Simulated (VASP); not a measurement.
Runs of VASP 6.6.1 on TaTc. The structure is that of space group Pm-3m (No. 221), or close to it. The cells are those of the table. 

```tsv
cell	gap on the mesh (eV)	pressure (GPa)
a = 3.200 Å, 2 atoms	none	-15.2
a = 3.254 Å, 2 atoms	none	(b)
a = 3.172 Å, 2 atoms	none	-9.0
a = 3.085 Å, 2 atoms	none	15.0
a = 3.115 Å, 2 atoms	none	(a)
```

Alike in all rows: task single point; level LDA; potentials or basis VASP PAW LDA potentials, release 64 (Ta_pv, Tc_pv); no spin polarisation; k mesh 7 × 7 × 7; cutoff (eV) 500; smearing methfessel-paxton 0.1 eV.

Task: Fill in the values left out.

Result: (a) 5.7; (b) -25.3.

Caveats: spin-orbit coupling is left out, which moves the levels of the heavy elements.

A k mesh can miss the band edges, and the runs leave out spin-orbit coupling on Ta, Tc.

A gap of «none» marks levels without a gap at the run's occupations.
